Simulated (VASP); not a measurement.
# O in VASP: notebook

The runs below take O through single point, with PBE.

Everything below comes from runs of VASP 6.6.1. Logs are shortened: lines on timing, memory, paths and dates and some standing lists are left out, and cuts for length are marked.

## Step 1: The cell of the first run

The structure is orthorhombic, space group Fmmm (No. 69). The conventional cell has a = 3.043 Å, b = 3.830 Å, c = 7.900 Å, α = 90.00°, β = 90.00°, γ = 90.00°. O (site symmetry mm2) has 1 O at 1.25 Å within 1.7 Å.

## Step 2: Single point, PBE (11.51 Å³/atom)

Contents of INCAR:

```
PREC = Accurate ; ENCUT = 520
EDIFF = 1E-6 ; ISMEAR = -1
SIGMA = 0.05 ; LREAL = False
LASPH = True ; NELM = 80
ALGO = Normal ; ISIF = 2
LWAVE = False ; LCHARG = True
GGA = PE ; LELF = True
LVHAR = True ; NBANDS = 13
```

Contents of KPOINTS:

```
regular mesh
0
Gamma
  12 12 12
```

Contents of POSCAR:

```
O
1.0
    0.0000000000      1.9147547599      3.9501433705
    1.5215354374      0.0000000000      3.9501433705
    1.5215354374      1.9147547599      0.0000000000
O
2
Direct
    0.5789020000      0.5789020000      0.4210980000
    0.4210980000      0.4210980000      0.5789020000
```

Potentials or basis: VASP PAW PBE potentials, release 64 (O).

On the command line:

```bash
$ cat potpaw_PBE.64/O/POTCAR > POTCAR
$ mpirun -np 1 vasp_std > vasp.out
```

OUTCAR:

```text
PREC = Accurate
   ENCUT = 520
   EDIFF = 1E-6
   ISMEAR = -1
   LREAL = False
   LASPH = True
   NELM = 80
   ISIF = 2
   GGA = PE

 ion  position               nearest neighbor table
   1  0.579  0.579  0.421-   2 1.25
   2  0.421  0.421  0.579-   1 1.25

  LATTYP: Found a face centered orthorhombic cell.
 ALAT       =     3.0430708748
 B/A-ratio  =     1.2584358621
 C/A-ratio  =     2.5961560102

  Lattice vectors:

 A1 = (   0.0000000000,   1.9147547599,   3.9501433705)
 A2 = (   1.5215354374,   0.0000000000,   3.9501433705)
 A3 = (   1.5215354374,   1.9147547599,   0.0000000000)

Analysis of symmetry for initial positions (statically):
=====================================================================
 Subroutine PRICEL returns:
 Original cell was already a primitive cell.

 Routine SETGRP: Setting up the symmetry group for a
 face centered orthorhombic supercell.

 Subroutine GETGRP returns: Found  8 space group operations
 (whereof  8 operations were pure point group operations)
 out of a pool of  8 trial point group operations.

The static configuration has the point symmetry D_2h.

Analysis of symmetry for dynamics (positions and initial velocities):
=====================================================================
 Subroutine PRICEL returns:
 Original cell was already a primitive cell.

 Routine SETGRP: Setting up the symmetry group for a
 face centered orthorhombic supercell.

 Subroutine GETGRP returns: Found  8 space group operations
 (whereof  8 operations were pure point group operations)
 out of a pool of  8 trial point group operations.

The dynamic configuration has the point symmetry D_2h.

 Subroutine INISYM returns: Found  8 space group operations
 (whereof  8 operations are pure point group operations),
 and found     1 'primitive' translations

----------------------------------------------------------------------------------------

                                     Primitive cell

  volume of cell :      23.0164

  direct lattice vectors                    reciprocal lattice vectors
     0.000000000  1.914754760  3.950143371    -0.328615416  0.261130047  0.126577684
     1.521535437  0.000000000  3.950143371     0.328615416 -0.261130047  0.126577684
     1.521535437  1.914754760  0.000000000     0.328615416  0.261130047 -0.126577684

  length of vectors
     4.389751523  4.233048870  2.445681066     0.438404953  0.438404953  0.438404953

  position of ions in fractional coordinates (direct lattice)
     0.578902000  0.578902000  0.421098000
     0.421098000  0.421098000  0.578902000

  ion indices of the primitive-cell ions
   primitive index   ion index
                 1           1
                 2           2

----------------------------------------------------------------------------------------

 KPOINTS: regular mesh

Automatic generation of k-mesh.
 Grid dimensions read from file:
 generate k-points for:   12   12   12

 Generating k-lattice:

  Cartesian coordinates                     Fractional coordinates (reciprocal lattice)
    -0.027384618  0.021760837  0.010548140     0.083333333  0.000000000  0.000000000
     0.027384618 -0.021760837  0.010548140     0.000000000  0.083333333  0.000000000
     0.027384618  0.021760837 -0.010548140    -0.000000000 -0.000000000  0.083333333

  Length of vectors
     0.036533746  0.036533746  0.036533746

  Shift w.r.t. Gamma in fractional coordinates (k-lattice)
     0.000000000  0.000000000  0.000000000

 Subroutine IBZKPT returns following result:
 ===========================================

 Found    280 irreducible k-points:

 Following reciprocal coordinates:
            Coordinates               Weight
  0.000000  0.000000  0.000000      1.000000
  0.083333  0.000000  0.000000      8.000000
  0.166667  0.000000  0.000000      8.000000
  0.250000  0.000000  0.000000      8.000000
  0.333333  0.000000  0.000000      8.000000
  0.416667  0.000000  0.000000      8.000000
[... 16 lines left out ...]
  0.500000  0.166667  0.000000      8.000000
 -0.416667  0.166667  0.000000      8.000000
 [... further k-points ...]
   k-points           NKPTS =    280   k-points in BZ     NKDIM =    280   number of bands    NBANDS=     13
   number of dos      NEDOS =    301   number of ions     NIONS =      2
   total plane-waves  NPLWV =  20736
   dimension x,y,z NGX =    36 NGY =   32 NGZ =   18
   dimension x,y,z NGXF=    72 NGYF=   64 NGZF=   36
   ions per type =               2
   NGX,Y,Z   is equivalent  to a cutoff of  13.63, 12.57, 12.24 a.u.
   NGXF,Y,Z  is equivalent  to a cutoff of  27.27, 25.13, 24.47 a.u.
 SYSTEM =  unknown system
   PREC   = accura    normal or accurate (medium, high low for compatibility)
   ISTART =      0    job   : 0-new  1-cont  2-samecut
   ICHARG =      2    charge: 1-file 2-atom 10-const
   ISPIN  =      1    spin polarized calculation?
   LNONCOLLINEAR =      F non collinear calculations
   LSORBIT =      F    spin-orbit coupling
   LASPH  =      T    aspherical Exc in radial PAW
   ENCUT  =  520.0 eV  38.22 Ry    6.18 a.u.   8.16  7.87  4.55*2*pi/ulx,y,z
   NELM   =     80;   NELMIN=  2; NELMDL= -5     # of ELM steps
   EDIFF  = 0.1E-05   stopping-criterion for ELM
   LREAL  =      F    real-space projection
   EDIFFG = 0.1E-04   stopping-criterion for IOM
   NSW    =      0    number of steps for IOM
   IBRION =     -1    ionic relax: 0-MD 1-quasi-New 2-CG
   NFREE  =      0    steps in history (QN), initial steepest desc. (CG)
   ISIF   =      2    stress and relaxation
   ISYM   =      2    0-nonsym 1-usesym 2-fastsym
   POTIM  = 0.5000    time-step for ionic-motion
   TEBEG  =    0.0;   TEEND  =   0.0 temperature during run
   PSTRESS=    0.0 pullay stress
   NELECT =      12.0000    total number of electrons
   NUPDOWN=      -1.0000    fix difference up-down
   EMIN   =  10.00;   EMAX   =-10.00  energy-range for DOS
   EFERMI =   0.00;   METHOD = LEGACY
   ISMEAR =    -1;   SIGMA  =   0.05  broadening in eV -4-tet -1-fermi 0-gaus
   EFERMI_NEDOS =   21; number of points for ismear=-14 and -15
   IALGO  =     38    algorithm
   IMIX   =      4    mixing-type and parameters
     AMIX     =   0.40;   BMIX     =  1.00
     AMIX_MAG =   1.60;   BMIX_MAG =  1.00
  volume/ion in A,a.u.               =      11.51        77.66
  Fermi-wavevector in a.u.,A,eV,Ry     =   1.317617  2.489935 23.621276  1.736115
  Thomas-Fermi vector in A             =   2.447645
   LORBIT       =      0    0 simple, 1 ext, 2 COOP (PROOUT), +10 PAW based schemes
   GGA     = PE    functional components
   LHFCALC =     F    Hartree Fock is set to
   AEXX    =    0.0000 exact exchange contribution
   IVDW    =     0    specifies the selected vdW correction
   LEPSILON=     F    determine dielectric tensor
   LRPA    =     F    only Hartree local field effects (RPA)
 non-spin polarized calculation
  energy-cutoff  :      520.00
  volume of cell :       23.02
 maximum number of plane-waves:       638
 NGX is ok and might be reduce to    36
   NGX = 17   NGY = 15   NGZ =  9

 number of electron      12.0000003 magnetization

 Free energy of the ion-electron system (eV)
  ---------------------------------------------------
  ext. energy  EPLUGINS =         0.00000000
  ---------------------------------------------------
  free energy    TOTEN  =        -9.64961114 eV

  energy without entropy =       -9.64056392  energy(sigma->0) =       -9.64508753

 E-fermi :   0.0709     XC(G=0):  -9.3454

 val. band max:        0.0684749696   @ k =  -0.4167   0.3333   0.1667
 cond. band min:       0.0734084455   @ k =   0.3333   0.0833   0.1667
 fundamental gap:      0.0049334759
 Fermi energy:         0.0709098538

 k-point     1 :       0.0000    0.0000    0.0000
  band No.  band energies     occupation
      1     -26.4313      2.00000
      2     -14.5793      2.00000
      3      -8.1671      2.00000
      4      -4.7738      2.00000
      5      -4.3206      2.00000
      6       1.1548      0.00000
      7       1.5438      0.00000
      8       9.7257      0.00000
      9       9.9939      0.00000
     10      12.7476      0.00000
     11      18.2572      0.00000
     12      21.0420      0.00000
     13      26.3005      0.00000

 k-point     2 :       0.0833    0.0000    0.0000
  band No.  band energies     occupation
      1     -26.3860      2.00000
      2     -14.5348      2.00000
      3      -8.1133      2.00000
      4      -4.9344      2.00000
      5      -4.4151      2.00000
      6       1.0218      0.00000
      7       1.4686      0.00000
      8       9.5135      0.00000
      9      10.3724      0.00000
     10      12.9554      0.00000
     11      18.4827      0.00000
     12      21.0378      0.00000
     13      25.5248      0.00000

 k-point     3 :       0.1667    0.0000    0.0000
  band No.  band energies     occupation
      1     -26.2591      2.00000
      2     -14.4082      2.00000
      3      -7.9779      2.00000
      4      -5.5143      2.00000
      5      -4.4777      2.00000
      6       0.5152      0.00028
      7       1.4222      0.00000
      8       9.2611      0.00000
      9      11.0717      0.00000
     10      13.5455      0.00000
     11      19.0135      0.00000
     12      20.8219      0.00000
     13      24.0007      0.00000
[... 305 lines left out ...]
 k-point    23 :       0.5000    0.1667    0.0000
  band No.  band energies     occupation
      1     -25.8820      2.00000
      2     -14.1593      2.00000
      3      -7.7662      2.00000
      4      -6.6344      2.00000
      5      -4.4671      2.00000
      6      -0.9305      2.00000
      7       1.4813      0.00000
      8       8.1152      0.00000
      9      13.8571      0.00000
     10      14.9361      0.00000
     11      17.3298      0.00000
     12      20.5485      0.00000
     13      24.9293      0.00000

 k-point    24 :      -0.4167    0.1667    0.0000
  band No.  band energies     occupation
      1     -25.7435      2.00000
      2     -13.9342      2.00000
      3      -8.2177      2.00000
      4      -6.6946      2.00000
      5      -4.4470      2.00000
      6      -1.4735      2.00000
      7       1.4926      0.00000
      8       8.5304      0.00000
      9      14.7646      0.00000
     10      15.3074      0.00000
     11      16.3788      0.00000
     12      19.5573      0.00000
     13      25.0560      0.00000

 [... further k-points ...]

------------------------ aborting loop because EDIFF is reached ----------------------------------------

  FORCE on cell =-STRESS in cart. coord.  units (eV):
  Direction    XX          YY          ZZ          XY          YZ          ZX
  --------------------------------------------------------------------------------------
  -------------------------------------------------------------------------------------
  Total        0.1039355     -0.3225413     -1.2701509      0.0000000      0.0000000      0.0000000
  in kB        7.2349616    -22.4521421    -88.4153811      0.0000000      0.0000000      0.0000000
  external PRESSURE =     -34.5441872 kB  Pullay stress =       0.0000000 kB

 VOLUME and BASIS-vectors are now :
 -----------------------------------------------------------------------------
  energy-cutoff  :      520.00
  volume of cell :       23.02
      direct lattice vectors                 reciprocal lattice vectors
     0.000000000  1.914754760  3.950143371    -0.328615416  0.261130047  0.126577684
     1.521535437  0.000000000  3.950143371     0.328615416 -0.261130047  0.126577684
     1.521535437  1.914754760  0.000000000     0.328615416  0.261130047 -0.126577684

 POSITION                                       TOTAL-FORCE (eV/Angst)
 -----------------------------------------------------------------------------------
      1.52154      1.91475      4.57349         0.000000      0.000000     -1.182304
      1.52154      1.91475      3.32679         0.000000      0.000000      1.182304
 -----------------------------------------------------------------------------------
    total drift:                                0.000000      0.000000      0.000000

  FREE ENERGIE OF THE ION-ELECTRON SYSTEM (eV)
  ---------------------------------------------------
  free  energy   TOTEN  =        -9.6496111398 eV

  energy  without entropy=       -9.6405639197  energy(sigma->0) =       -9.64508753
```

Wall time 73 s (1 thread of Intel Xeon 8259CL, shared host); peak memory 0.19 GiB.

What came out:

```yaml
Free_energy: -9.6496 eV
Pressure: -3.5 GPa
Largest_force: 1.182 eV/Å
Band_gap_on_the_k_mesh: zero (bands 6 and 7 overlap by 1.83 eV)
```

Forces in eV/Å, atoms in the order of the input:
```
O    0.000  0.000 -1.182
O    0.000  0.000  1.182
```

Caveat: the standard files for N, O and F lose accuracy on very short bonds; spin is off for a triplet molecule; the cell stands under tension; this functional lacks dispersion, which holds the molecules together, so the pressure and a relaxed volume are unreliable; forces of over 1 eV/Å act on the atoms, so gaps and moduli don't describe the material at rest.

[end of part 1 of 2]
